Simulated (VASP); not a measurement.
A run of VASP 6.6.1:

File INCAR:

```
SYSTEM = Ti7SnO16
  ALGO = Normal
  EDIFF = 1E-6
  ENCUT = 700
  GGA = PS
  GGA_COMPAT = .FALSE.
  ISIF = 2
  ISMEAR = -1
  ISYM = -1
  LASPH = .TRUE.
  LCHARG = .FALSE.
  LREAL = Auto
  LWAVE = .FALSE.
  NBANDS = 333
  NELM = 120
  PREC = Accurate
  SIGMA = 0.05
```

KPOINTS

```
explicit points
1
Reciprocal
  0.25000000   0.25000000   0.25000000 1
```

File POSCAR:

```
Ti7SnO16
1.0
    9.2254600000      0.0000000000      0.0000000000
    0.0000000000      9.2254600000      0.0000000000
    0.0000000000      0.0000000000      8.9149750000
Ti Sn O
21 3 48
Direct
    0.9981460000      0.0024000000      0.0002220000
    0.9984680000      0.0033240000      0.3360600000
    0.9959450000      0.0025680000      0.6689750000
    0.9987850000      0.5001580000      0.9955880000
    0.9977090000      0.4995360000      0.3332110000
    0.0016940000      0.4982960000      0.6688010000
    0.5004010000      0.0037490000      0.9980870000
    0.4948120000      0.0024370000      0.3371370000
    0.4978500000      0.5028240000      0.0001090000
    0.4992190000      0.4977330000      0.3327110000
    0.5023940000      0.5002330000      0.6673030000
    0.2473920000      0.2533520000      0.1664450000
    0.2501740000      0.2510820000      0.5005650000
    0.2479680000      0.2495410000      0.8328090000
    0.2496830000      0.7542790000      0.1651800000
    0.2513620000      0.7523210000      0.5017930000
    0.7507810000      0.2495560000      0.1661660000
    0.7500530000      0.2537150000      0.4993950000
    0.7513890000      0.2515250000      0.8336460000
    0.7496680000      0.7483540000      0.5003210000
    0.7496900000      0.7497940000      0.8318540000
    0.5036000000      0.9977590000      0.6658320000
    0.2524070000      0.7496750000      0.8304830000
    0.7487640000      0.7504260000      0.1682670000
    0.1525590000      0.1519720000      0.0006690000
    0.1567920000      0.1515330000      0.3295030000
    0.1550660000      0.1571900000      0.6631590000
    0.1517460000      0.6479010000      0.0003690000
    0.1507710000      0.6538720000      0.3334160000
    0.1514510000      0.6521420000      0.6627060000
    0.6498170000      0.1546740000      0.9991220000
    0.6512900000      0.1521330000      0.3366350000
    0.6522740000      0.1529900000      0.6719880000
    0.6545880000      0.6492310000      0.0025910000
    0.6527910000      0.6521050000      0.3357750000
    0.6510490000      0.6573920000      0.6652270000
    0.3480640000      0.3471070000      0.0034830000
    0.3445710000      0.3456480000      0.3363660000
    0.3475420000      0.3509350000      0.6645250000
    0.3469720000      0.8470270000      0.0030400000
    0.3439420000      0.8493210000      0.3321770000
    0.3471040000      0.8502230000      0.6641310000
    0.8498460000      0.3476890000      0.9991700000
    0.8484560000      0.3456100000      0.3364520000
    0.8469720000      0.3477460000      0.6678060000
    0.8443710000      0.8446320000      0.9990690000
    0.8479400000      0.8486330000      0.3297020000
    0.8501230000      0.8459900000      0.6663300000
    0.0974750000      0.4018400000      0.1649250000
    0.0934320000      0.4031050000      0.4977320000
    0.1013460000      0.3993890000      0.8331300000
    0.0978340000      0.9013030000      0.1647750000
    0.1004580000      0.9007980000      0.5013710000
    0.0989620000      0.9008290000      0.8302880000
    0.5939100000      0.4021750000      0.1673990000
    0.5962940000      0.4016420000      0.4977570000
    0.5976130000      0.4036730000      0.8318230000
    0.5932180000      0.9035460000      0.1624670000
    0.5950760000      0.9014010000      0.4989950000
    0.5989250000      0.9051760000      0.8300770000
    0.4000590000      0.0975890000      0.1650890000
    0.4014420000      0.0968670000      0.5018050000
    0.3985450000      0.0981440000      0.8344930000
    0.3977600000      0.5986830000      0.1654350000
    0.4009390000      0.5953070000      0.4960820000
    0.3979340000      0.6012400000      0.8285720000
    0.9010440000      0.1022140000      0.1675870000
    0.9038670000      0.0958460000      0.5014870000
    0.9057390000      0.1000790000      0.8323390000
    0.9012160000      0.5970160000      0.1672960000
    0.8986620000      0.5996170000      0.5000290000
    0.9029440000      0.5963910000      0.8337640000
```

Potentials or basis: VASP PAW PBE potentials, release 64 (Ti_sv, Sn_d, O).

Run with:

```bash
$ cat potpaw_PBE.64/Ti_sv/POTCAR potpaw_PBE.64/Sn_d/POTCAR potpaw_PBE.64/O/POTCAR > POTCAR
$ mpirun -np 1 vasp_std > vasp.out
```

Hardware: 1 thread of Intel(R) Xeon(R) 6975P-C (Granite Rapids), on a shared host.

Question: Estimate the wall time of this run.

Answer: Run time: 9.8 min on 1 thread of Intel(R) Xeon(R) 6975P-C (Granite Rapids), on a shared host, peak memory 1.1 GiB. Counts: scf iterations 19, k points 1.
